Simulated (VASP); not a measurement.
# GaAs (F-43m) in VASP: single point with HSE06

Aim: the single point of GaAs with HSE06.

Everything below comes from runs of VASP 6.6.1. Logs are shortened: lines on timing, memory, paths and dates and some standing lists are left out, and cuts for length are marked.

## (1) The cell of the first run

It takes space group F-43m (No. 216, cubic). Conventional cell: a = 5.666 Å, b = 5.666 Å, c = 5.666 Å, α = 90.00°, β = 90.00°, γ = 90.00°. Ga (site symmetry -43m) has 4 As at 2.45 Å within 3.2 Å. As (site symmetry -43m) has 4 Ga at 2.45 Å within 3.2 Å.

## (2) Single point, HSE06

File POSCAR:

```
GaAs
1.0
    0.0000000000      2.8330850953      2.8330850953
    2.8330850953      0.0000000000      2.8330850953
    2.8330850953      2.8330850953      0.0000000000
Ga As
1 1
Direct
    0.0000000000      0.0000000000      0.0000000000
    0.2500000000      0.2500000000      0.2500000000
```

File INCAR.step1:

```
SYSTEM = GaAs
PREC = Accurate
ENCUT = 520
EDIFF = 1E-5
ISMEAR = 0
SIGMA = 0.01
LREAL = .False.
LASPH = .True.
NELM = 100
ALGO = Normal
ISIF = 2
LWAVE = .True.
LCHARG = .False.
GGA = PE
NBANDS = 16
```

File INCAR.step2:

```
SYSTEM = GaAs
PREC = Accurate
ENCUT = 520
EDIFF = 1E-6
ISMEAR = 0
SIGMA = 0.01
LREAL = .False.
LASPH = .True.
NELM = 100
ALGO = Normal
ISIF = 2
LWAVE = .False.
LCHARG = .False.
GGA = PE
LHFCALC = .True.
HFSCREEN = 0.2079
PRECFOCK = Normal
ISTART = 1
NBANDS = 16
```

File KPOINTS:

```
regular mesh
0
Gamma
  6 6 6
  0 0 0
```

Potentials or basis: VASP PAW PBE potentials, release 64 (Ga_d, As).

Started as:

```console
> cat potpaw_PBE.64/Ga_d/POTCAR potpaw_PBE.64/As/POTCAR > POTCAR
> cp INCAR.step1 INCAR
> mpirun -np 1 vasp_std > vasp.out
> cp INCAR.step2 INCAR
> mpirun -np 1 vasp_std > vasp.out
```

OUTCAR:

```text
SYSTEM = GaAs
   PREC = Accurate
   ENCUT = 520
   EDIFF = 1E-6
   ISMEAR = 0
   LREAL = .False.
   LASPH = .True.
   NELM = 100
   ISIF = 2
   GGA = PE
   LHFCALC = .True.
   HFSCREEN = 0.2079
   PRECFOCK = Normal
   ISTART = 1

 ion  position               nearest neighbor table
   1  0.000  0.000  0.000-   2 2.45   2 2.45   2 2.45   2 2.45
   2  0.250  0.250  0.250-   1 2.45   1 2.45   1 2.45   1 2.45

  LATTYP: Found a face centered cubic cell.
 ALAT       =     5.6661701906

  Lattice vectors:

 A1 = (   0.0000000000,   2.8330850953,   2.8330850953)
 A2 = (   2.8330850953,   0.0000000000,   2.8330850953)
 A3 = (   2.8330850953,   2.8330850953,   0.0000000000)

Analysis of symmetry for initial positions (statically):
=====================================================================
 Subroutine PRICEL returns:
 Original cell was already a primitive cell.

 Routine SETGRP: Setting up the symmetry group for a
 face centered cubic supercell.

 Subroutine GETGRP returns: Found 24 space group operations
 (whereof 24 operations were pure point group operations)
 out of a pool of 48 trial point group operations.

The static configuration has the point symmetry T_d .

Analysis of symmetry for dynamics (positions and initial velocities):
=====================================================================
 Subroutine PRICEL returns:
 Original cell was already a primitive cell.

 Routine SETGRP: Setting up the symmetry group for a
 face centered cubic supercell.

 Subroutine GETGRP returns: Found 24 space group operations
 (whereof 24 operations were pure point group operations)
 out of a pool of 48 trial point group operations.

The dynamic configuration has the point symmetry T_d .

 Subroutine INISYM returns: Found 24 space group operations
 (whereof 24 operations are pure point group operations),
 and found     1 'primitive' translations

----------------------------------------------------------------------------------------

                                     Primitive cell

  volume of cell :      45.4788

  direct lattice vectors                    reciprocal lattice vectors
     0.000000000  2.833085095  2.833085095    -0.176486051  0.176486051  0.176486051
     2.833085095  0.000000000  2.833085095     0.176486051 -0.176486051  0.176486051
     2.833085095  2.833085095  0.000000000     0.176486051  0.176486051 -0.176486051

  length of vectors
     4.006587365  4.006587365  4.006587365     0.305682807  0.305682807  0.305682807

  position of ions in fractional coordinates (direct lattice)
     0.000000000  0.000000000  0.000000000
     0.250000000  0.250000000  0.250000000

  ion indices of the primitive-cell ions
   primitive index   ion index
                 1           1
                 2           2

----------------------------------------------------------------------------------------

 KPOINTS: regular mesh

Automatic generation of k-mesh.
 Grid dimensions read from file:
 generate k-points for:    6    6    6

 Generating k-lattice:

  Cartesian coordinates                     Fractional coordinates (reciprocal lattice)
    -0.029414342  0.029414342  0.029414342     0.166666667  0.000000000  0.000000000
     0.029414342 -0.029414342  0.029414342     0.000000000  0.166666667  0.000000000
     0.029414342  0.029414342 -0.029414342     0.000000000  0.000000000  0.166666667

  Length of vectors
     0.050947134  0.050947134  0.050947134

  Shift w.r.t. Gamma in fractional coordinates (k-lattice)
     0.000000000  0.000000000  0.000000000

 Subroutine IBZKPT returns following result:
 ===========================================

 Found     16 irreducible k-points:

 Following reciprocal coordinates:
            Coordinates               Weight
  0.000000  0.000000  0.000000      1.000000
  0.166667  0.000000  0.000000      8.000000
  0.333333  0.000000  0.000000      8.000000
  0.500000  0.000000  0.000000      4.000000
  0.166667  0.166667  0.000000      6.000000
  0.333333  0.166667  0.000000     24.000000
[... 8 lines left out ...]
 -0.333333  0.333333  0.166667     24.000000
 -0.333333  0.500000  0.166667     12.000000
   k-points           NKPTS =     16   k-points in BZ     NKDIM =    216   number of bands    NBANDS=     16
   number of dos      NEDOS =    301   number of ions     NIONS =      2
   total plane-waves  NPLWV =  27000
   dimension x,y,z NGX =    30 NGY =   30 NGZ =   30
   dimension x,y,z NGXF=    60 NGYF=   60 NGZF=   60
   ions per type =               1   1
   NGX,Y,Z   is equivalent  to a cutoff of  12.45, 12.45, 12.45 a.u.
   NGXF,Y,Z  is equivalent  to a cutoff of  24.90, 24.90, 24.90 a.u.
 SYSTEM =  GaAs
   PREC   = accura    normal or accurate (medium, high low for compatibility)
   ISTART =      1    job   : 0-new  1-cont  2-samecut
   ICHARG =      0    charge: 1-file 2-atom 10-const
   ISPIN  =      1    spin polarized calculation?
   LNONCOLLINEAR =      F non collinear calculations
   LSORBIT =      F    spin-orbit coupling
   LASPH  =      T    aspherical Exc in radial PAW
   ENCUT  =  520.0 eV  38.22 Ry    6.18 a.u.   7.45  7.45  7.45*2*pi/ulx,y,z
   NELM   =    100;   NELMIN=  2; NELMDL=  0     # of ELM steps
   EDIFF  = 0.1E-05   stopping-criterion for ELM
   LREAL  =      F    real-space projection
   EDIFFG = 0.1E-04   stopping-criterion for IOM
   NSW    =      0    number of steps for IOM
   IBRION =     -1    ionic relax: 0-MD 1-quasi-New 2-CG
   NFREE  =      0    steps in history (QN), initial steepest desc. (CG)
   ISIF   =      2    stress and relaxation
   ISYM   =      3    0-nonsym 1-usesym 2-fastsym
   POTIM  = 0.5000    time-step for ionic-motion
   TEBEG  =    0.0;   TEEND  =   0.0 temperature during run
   PSTRESS=    0.0 pullay stress
   NELECT =      18.0000    total number of electrons
   NUPDOWN=      -1.0000    fix difference up-down
   EMIN   =  10.00;   EMAX   =-10.00  energy-range for DOS
   EFERMI =   0.00;   METHOD = LEGACY
   ISMEAR =     0;   SIGMA  =   0.01  broadening in eV -4-tet -1-fermi 0-gaus
   EFERMI_NEDOS =   21; number of points for ismear=-14 and -15
   IALGO  =     38    algorithm
   IMIX   =      1    mixing-type and parameters
     AMIX     =   0.40;   BMIX     =  1.00
     AMIX_MAG =   1.60;   BMIX_MAG =  1.00
  volume/ion in A,a.u.               =      22.74       153.45
  Fermi-wavevector in a.u.,A,eV,Ry     =   1.201977  2.271407 19.656990  1.444748
  Thomas-Fermi vector in A             =   2.337771
   LORBIT       =      0    0 simple, 1 ext, 2 COOP (PROOUT), +10 PAW based schemes
   GGA     = PE    functional components
   LHFCALC =     T    Hartree Fock is set to
   PRECFOCK=normal    Normal, Fast or Accurate (Low or Medium for compatibility)
   ENCUT4O =  -1.0   cutoff for four orbital integrals eV
   NKREDX  =     1    reduce k-point grid by
   NKREDY  =     1    reduce k-point grid by
   NKREDZ  =     1    reduce k-point grid by
   AEXX    =    0.2500 exact exchange contribution
   HFSCREEN=    0.2079 screening length (either q_TF or 0.3 A-1)
   HFSCREENC=   0.2079 screening length for correlation (either q_TF or 0.3 A-1)
   ENCUTFOCK=  -1.0 apply spherical cutoff to Coloumb kernel
   IVDW    =     0    specifies the selected vdW correction
   LEPSILON=     F    determine dielectric tensor
   LRPA    =     F    only Hartree local field effects (RPA)
 non-spin polarized calculation
 Gauss-broadening in eV      SIGMA  =   0.01
  energy-cutoff  :      520.00
  volume of cell :       45.48
 maximum number of plane-waves:      1243
 NGX is ok and might be reduce to    30
  NGX = 24; NGY = 24; NGZ = 24

 number of electron      17.9999990 magnetization

 Free energy of the ion-electron system (eV)
  ---------------------------------------------------
  ext. energy  EPLUGINS =         0.00000000
  ---------------------------------------------------
  free energy    TOTEN  =        -9.84766261 eV

  energy without entropy =       -9.84766261  energy(sigma->0) =       -9.84766261

 E-fermi :   3.5598     XC(G=0):  -7.9432

 val. band max:        3.4474044704   @ k =   0.0000   0.0000   0.0000
 cond. band min:       4.8074728299   @ k =   0.0000   0.0000   0.0000
 fundamental gap:      1.3600683595
 Fermi energy:         3.5597550673

 k-point     1 :       0.0000    0.0000    0.0000
  band No.  band energies     occupation
      1     -13.9136      2.00000
      2     -13.9136      2.00000
      3     -13.9136      2.00000
      4     -13.8343      2.00000
      5     -13.8343      2.00000
      6     -10.4639      2.00000
[... 8 lines left out ...]
     15      14.5212      0.00000
     16      14.5212      0.00000

 k-point     2 :       0.1667    0.0000    0.0000
  band No.  band energies     occupation
      1     -13.9271      2.00000
      2     -13.9084      2.00000
      3     -13.9083      2.00000
      4     -13.8345      2.00000
      5     -13.8345      2.00000
      6     -10.1228      2.00000
[... 8 lines left out ...]
     15      13.3885      0.00000
     16      13.3956      0.00000

 k-point     3 :       0.3333    0.0000    0.0000
  band No.  band energies     occupation
      1     -13.9529      2.00000
      2     -13.8993      2.00000
      3     -13.8993      2.00000
      4     -13.8334      2.00000
      5     -13.8334      2.00000
      6      -9.2325      2.00000
[... 8 lines left out ...]
     15      14.0765      0.00000
     16      14.0765      0.00000

 k-point     4 :       0.5000    0.0000    0.0000
  band No.  band energies     occupation
      1     -13.9652      2.00000
      2     -13.8957      2.00000
      3     -13.8957      2.00000
      4     -13.8319      2.00000
      5     -13.8319      2.00000
      6      -8.5657      2.00000
[... 8 lines left out ...]
     15      16.4483      0.00000
     16      16.4483      0.00000
[... 172 lines left out ...]
 k-point    14 :       0.5000    0.3333    0.1667
  band No.  band energies     occupation
      1     -13.9722      2.00000
      2     -13.8893      2.00000
      3     -13.8833      2.00000
      4     -13.8433      2.00000
      5     -13.8295      2.00000
      6      -8.5110      2.00000
[... 8 lines left out ...]
     15      15.6924      0.00000
     16      17.7519      0.00000

 k-point    15 :      -0.3333    0.3333    0.1667
  band No.  band energies     occupation
      1     -13.9774      2.00000
      2     -13.8888      2.00000
      3     -13.8787      2.00000
      4     -13.8417      2.00000
      5     -13.8315      2.00000
      6      -7.9643      2.00000
[... 8 lines left out ...]
     15      16.7351      0.00000
     16      17.3660      0.00000

 k-point    16 :      -0.3333    0.5000    0.1667
  band No.  band energies     occupation
      1     -13.9856      2.00000
      2     -13.8820      2.00000
      3     -13.8727      2.00000
      4     -13.8479      2.00000
      5     -13.8284      2.00000
      6      -7.7102      2.00000
[... 8 lines left out ...]
     15      16.8528      0.00000
     16      17.9075      0.00000

------------------------ aborting loop because EDIFF is reached ----------------------------------------

  FORCE on cell =-STRESS in cart. coord.  units (eV):
  Direction    XX          YY          ZZ          XY          YZ          ZX
  --------------------------------------------------------------------------------------
  -------------------------------------------------------------------------------------
  Total        0.1394763      0.1394763      0.1394763      0.0000000      0.0000000     -0.0000000
  in kB        4.9136279      4.9136279      4.9136279      0.0000000      0.0000000     -0.0000000
  external PRESSURE =       4.9136279 kB  Pullay stress =       0.0000000 kB

 VOLUME and BASIS-vectors are now :
 -----------------------------------------------------------------------------
  energy-cutoff  :      520.00
  volume of cell :       45.48
      direct lattice vectors                 reciprocal lattice vectors
     0.000000000  2.833085095  2.833085095    -0.176486051  0.176486051  0.176486051
     2.833085095  0.000000000  2.833085095     0.176486051 -0.176486051  0.176486051
     2.833085095  2.833085095  0.000000000     0.176486051  0.176486051 -0.176486051

 POSITION                                       TOTAL-FORCE (eV/Angst)
 -----------------------------------------------------------------------------------
      0.00000      0.00000      0.00000        -0.000000      0.000000     -0.000000
      1.41654      1.41654      1.41654         0.000000     -0.000000      0.000000
 -----------------------------------------------------------------------------------
    total drift:                               -0.000039     -0.000038     -0.000028

  FREE ENERGIE OF THE ION-ELECTRON SYSTEM (eV)
  ---------------------------------------------------
  free  energy   TOTEN  =        -9.8476626122 eV

  energy  without entropy=       -9.8476626122  energy(sigma->0) =       -9.84766261
```

It took 59 min on 1 thread of Intel Xeon Platinum 8259CL at 2.50GHz (Skylake/Cascade Lake), shared host; peak memory 0.3 GiB.

What came out:

```
Free energy            : -9.8477 eV
Pressure               : 0.5 GPa
Band gap on the k mesh : 1.36 eV
```

Levels at points of the mesh, in eV from the valence-band top:
| k point | band 6 | band 7 | band 8 | band 9 | band 10 | band 11 | band 12 | band 13 |
| --- | --- | --- | --- | --- | --- | --- | --- | --- |
| (0.00, 0.00, 0.00) | -13.91 | 0.00 | 0.00 | 0.00 | 1.36 | 4.54 | 4.54 | 4.54 |
| (0.50, 0.00, 0.00) | -12.01 | -7.16 | -1.22 | -1.22 | 1.74 | 5.46 | 5.46 | 8.64 |
| (0.50, 0.50, 0.00) | -11.20 | -7.34 | -2.88 | -2.88 | 2.08 | 2.34 | 11.46 | 11.46 |

Caveat: the PAW data sets were made with another functional, which shifts forces and pressure a little.
